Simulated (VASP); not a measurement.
# TiO2 (P4_2/mnm) in VASP: further runs, part 2 of 2

VASP 6.6.1.

### 3 Single point, PBE

This run uses another cell than the first one, of 9.84 Å³/atom.

INCAR reads:

```
PREC     = Accurate       # precision mode
ENCUT    = 520            # plane-wave cutoff, eV
EDIFF    = 1E-6           # SCF threshold, eV
ISMEAR   = -1             # smearing method
SIGMA    = 0.05           # smearing width, eV
LREAL    = False          # projectors in reciprocal space
LASPH    = True           # aspherical terms in the spheres
NELM     = 100            # most SCF steps
ALGO     = Normal         # electronic algorithm
ISIF     = 2              # what is computed and relaxed
LWAVE    = False          # write WAVECAR
LCHARG   = True           # write CHGCAR
GGA      = PE             # functional
LELF     = True           # ELF
LVHAR    = True         
NBANDS   = 33             # bands
```

KPOINTS reads:

```
Automatic mesh
0
Gamma
  5 5 7
```

POSCAR reads:

```
TiO2
1.0
    4.5090649322      0.0000000000      0.0000000000
    0.0000000000      4.5090649322      0.0000000000
    0.0000000000      0.0000000000      2.9038605963
Ti O
2 4
Direct
    0.0000000000      0.0000000000      0.0000000000
    0.5000000000      0.5000000000      0.5000000000
    0.3049600000      0.3049600000      0.0000000000
    0.1950400000      0.8049600000      0.5000000000
    0.6950400000      0.6950400000      0.0000000000
    0.8049600000      0.1950400000      0.5000000000
```

Potentials or basis: VASP PAW PBE potentials, release 64 (Ti_sv, O).

On the command line:

```sh
cat potpaw_PBE.64/Ti_sv/POTCAR potpaw_PBE.64/O/POTCAR > POTCAR
mpirun -np 1 vasp_std > vasp.out
```

OUTCAR:

```text
PREC = Accurate
   ENCUT = 520
   EDIFF = 1E-6
   ISMEAR = -1
   LREAL = False
   LASPH = True
   NELM = 100
   ISIF = 2
   GGA = PE

 ion  position               nearest neighbor table
   1  0.000  0.000  0.000-   4 1.91   6 1.91   4 1.91   6 1.91   5 1.94   3 1.94
   2  0.500  0.500  0.500-   3 1.91   5 1.91   3 1.91   5 1.91   4 1.94   6 1.94
   3  0.305  0.305  0.000-   2 1.91   2 1.91   1 1.94
   4  0.195  0.805  0.500-   1 1.91   1 1.91   2 1.94
   5  0.695  0.695  0.000-   2 1.91   2 1.91   1 1.94
   6  0.805  0.195  0.500-   1 1.91   1 1.91   2 1.94

  LATTYP: Found a simple tetragonal cell.
 ALAT       =     4.5090649322
 C/A-ratio  =     0.6440050520

  Lattice vectors:

 A1 = (   4.5090649322,   0.0000000000,   0.0000000000)
 A2 = (   0.0000000000,   4.5090649322,   0.0000000000)
 A3 = (   0.0000000000,   0.0000000000,   2.9038605963)

Analysis of symmetry for initial positions (statically):
=====================================================================
 Subroutine PRICEL returns:
 Original cell was already a primitive cell.

[... 181 lines left out ...]
 cond. band min:       7.4427607534   @ k =   0.0000   0.0000   0.0000
 fundamental gap:      2.0062161614
 Fermi energy:         6.3869871534

 k-point     1 :       0.0000    0.0000    0.0000
  band No.  band energies     occupation
      1     -51.2827      2.00000
      2     -51.2595      2.00000
      3     -27.6533      2.00000
      4     -27.6533      2.00000
      5     -27.4425      2.00000
      6     -27.4425      2.00000
[... 853 lines left out ...]
     32      11.8669      0.00000
     33      11.9688      0.00000

------------------------ aborting loop because EDIFF is reached ----------------------------------------

  FORCE on cell =-STRESS in cart. coord.  units (eV):
  Direction    XX          YY          ZZ          XY          YZ          ZX
  --------------------------------------------------------------------------------------
  -------------------------------------------------------------------------------------
  Total        7.5398147      7.5398147      8.8239055      0.0000000      0.0000000      0.0000000
  in kB      204.6079530    204.6079530    239.4543255      0.0000000      0.0000000      0.0000000
  external PRESSURE =     216.2234105 kB  Pullay stress =       0.0000000 kB

 VOLUME and BASIS-vectors are now :
 -----------------------------------------------------------------------------
  energy-cutoff  :      520.00
  volume of cell :       59.04
      direct lattice vectors                 reciprocal lattice vectors
     4.509064932  0.000000000  0.000000000     0.221775471  0.000000000  0.000000000
     0.000000000  4.509064932  0.000000000     0.000000000  0.221775471  0.000000000
     0.000000000  0.000000000  2.903860596     0.000000000  0.000000000  0.344369148

 POSITION                                       TOTAL-FORCE (eV/Angst)
 -----------------------------------------------------------------------------------
      0.00000      0.00000      0.00000         0.000000      0.000000     -0.000000
      2.25453      2.25453      1.45193         0.000000      0.000000     -0.000000
      1.37508      1.37508      0.00000        -0.298548     -0.298548      0.000000
      0.87945      3.62962      1.45193         0.298548     -0.298548     -0.000000
      3.13398      3.13398      0.00000         0.298548      0.298548     -0.000000
      3.62962      0.87945      1.45193        -0.298548      0.298548     -0.000000
 -----------------------------------------------------------------------------------
    total drift:                                0.000000      0.000000     -0.000000

  FREE ENERGIE OF THE ION-ELECTRON SYSTEM (eV)
  ---------------------------------------------------
  free  energy   TOTEN  =       -53.3567221018 eV

  energy  without entropy=      -53.3567221016  energy(sigma->0) =      -53.35672210
```

It took 69 s on 1 thread of Intel Xeon 8259CL, shared host; peak memory 0.19 GiB.

Results:

| Item | Value |
| --- | --- |
| Free energy | -53.3567 eV |
| Pressure | 21.6 GPa |
| Largest force | 0.422 eV/Å |
| Band gap on the k mesh | 2.01 eV |

Forces in eV/Å, atoms in the order of the input:
```
Ti   0.000  0.000  0.000
Ti   0.000  0.000  0.000
O   -0.299 -0.299  0.000
O    0.299 -0.299  0.000
O    0.299  0.299  0.000
O   -0.299  0.299  0.000
```

Stress tensor (GPa, compression positive):
```
20.46  0.00  0.00
 0.00 20.46  0.00
 0.00  0.00 23.95
```

Caveat: the cell stands under pressure.

### 4 Single point, PBE

This run uses another cell than the first one, of 10.12 Å³/atom.

INCAR reads:

```
  PREC = Accurate
  ENCUT = 520
  EDIFF = 1E-6
  ISMEAR = -1
  SIGMA = 0.05
  LREAL = F
  LASPH = T
  NELM = 60
  ALGO = Normal
  ISIF = 2
  LWAVE = F
  LCHARG = F
  GGA = PE
  NBANDS = 33
```

KPOINTS reads:

```
regular mesh
0
Gamma
  5 5 7
```

Edit POSCAR of step 3 so:

```diff
@@ -2,5 +2,5 @@
 1.0
-    4.5090649322      0.0000000000      0.0000000000
-    0.0000000000      4.5090649322      0.0000000000
-    0.0000000000      0.0000000000      2.9038605963
+    4.5510121311      0.0000000000      0.0000000000
+    0.0000000000      4.5510121311      0.0000000000
+    0.0000000000      0.0000000000      2.9308748043
 Ti O
```

On the command line:

```sh
cat potpaw_PBE.64/Ti_sv/POTCAR potpaw_PBE.64/O/POTCAR > POTCAR
mpirun -np 1 vasp_std > vasp.out
```

Wall time 80 s (1 thread of Intel Xeon 8259CL, shared host); peak memory 0.19 GiB.

It converged, with:

| Property | Result |
| --- | --- |
| Free energy | -53.5395 eV |
| Pressure | 13.3 GPa |
| Largest force | 0.267 eV/Å |
| Band gap on the k mesh | 1.94 eV |

Forces on the atoms (eV/Å):
```
Ti   0.000  0.000  0.000
Ti   0.000  0.000  0.000
O   -0.189 -0.189  0.000
O    0.189 -0.189  0.000
O    0.189  0.189  0.000
O   -0.189  0.189  0.000
```

Stress tensor (GPa, compression positive):
```
12.85  0.00  0.00
 0.00 12.85  0.00
 0.00  0.00 14.21
```

Levels at points of the mesh, in eV from the valence-band top:
| k point | band 20 | band 21 | band 22 | band 23 | band 24 | band 25 | band 26 | band 27 | band 28 | band 29 |
| --- | --- | --- | --- | --- | --- | --- | --- | --- | --- | --- |
| (0.00, 0.00, 0.00) | -2.00 | -0.70 | -0.45 | -0.45 | 0.00 | 1.94 | 2.27 | 2.49 | 2.59 | 2.59 |

Caveat: the cell stands under pressure. A k mesh can miss the band edges.

### 5 Single point, PBE

This run uses another cell than the first one, of 10.39 Å³/atom.

INCAR reads:

```
SYSTEM = TiO2
  PREC = Accurate
  ENCUT = 520
  EDIFF = 1E-6
  ISMEAR = -1
  SIGMA = 0.05
  LREAL = .FALSE.
  LASPH = .TRUE.
  NELM = 60
  ALGO = Normal
  ISIF = 2
  LWAVE = .FALSE.
  LCHARG = .TRUE.
  GGA = PE
  LELF = .TRUE.
  LVHAR = .TRUE.
  NBANDS = 33
```

KPOINTS reads:

```
regular mesh
0
G
  5 5 7
  0 0 0
```

Edit POSCAR of step 4 so:

```diff
@@ -2,5 +2,5 @@
 1.0
-    4.5510121311      0.0000000000      0.0000000000
-    0.0000000000      4.5510121311      0.0000000000
-    0.0000000000      0.0000000000      2.9308748043
+    4.5922000000      0.0000000000      0.0000000000
+    0.0000000000      4.5922000000      0.0000000000
+    0.0000000000      0.0000000000      2.9574000000
 Ti O
```

On the command line:

```sh
cat potpaw_PBE.64/Ti_sv/POTCAR potpaw_PBE.64/O/POTCAR > POTCAR
mpirun -np 1 vasp_std > vasp.out
```

Run time: 83 s. Hardware: 1 thread of Intel Xeon 8259CL, shared host; peak memory 0.19 GiB.

The run converged. Its results:

```yaml
Free_energy: -53.6420 eV
Pressure: 6.1 GPa
Largest_force: 0.126 eV/Å
Band_gap_on_the_k_mesh: 1.87 eV
```

Forces in eV/Å, atoms in the order of the input:
```
Ti   0.000  0.000  0.000
Ti   0.000  0.000  0.000
O   -0.089 -0.089  0.000
O    0.089 -0.089  0.000
O    0.089  0.089  0.000
O   -0.089  0.089  0.000
```

Stress tensor (GPa, compression positive):
```
6.22 0.00 0.00
0.00 6.22 0.00
0.00 0.00 5.74
```

Levels at points of the mesh, in eV from the valence-band top:
| k point | band 20 | band 21 | band 22 | band 23 | band 24 | band 25 | band 26 | band 27 | band 28 | band 29 |
| --- | --- | --- | --- | --- | --- | --- | --- | --- | --- | --- |
| (0.00, 0.00, 0.00) | -1.98 | -0.70 | -0.44 | -0.44 | 0.00 | 1.87 | 2.18 | 2.41 | 2.50 | 2.50 |

Caveat: the cell stands under pressure.

### 6 Summary

```tsv
cell	gap on the mesh (eV)	pressure (GPa)	largest force (eV/Å)
a = 4.466, b = 4.466, c = 2.876 Å, 6 atoms	2.08	31.1	0.59
a = 4.509, b = 4.509, c = 2.904 Å, 6 atoms	2.01	21.6	0.42
a = 4.551, b = 4.551, c = 2.931 Å, 6 atoms	1.94	13.3	0.27
a = 4.592, b = 4.592, c = 2.957 Å, 6 atoms	1.87	6.1	0.13
```

Alike in all rows: task single point; level PBE; potentials or basis VASP PAW PBE potentials, release 64 (Ti_sv, O); no spin polarisation; k mesh 5 × 5 × 7; cutoff (eV) 520; smearing fermi-dirac 0.05 eV.

Caveats: the cell stands under pressure (at least some runs); the stress differs along the axes, from 29 to 35 GPa (at least some runs).

Absolute energies hang on the potentials; compare differences alone.
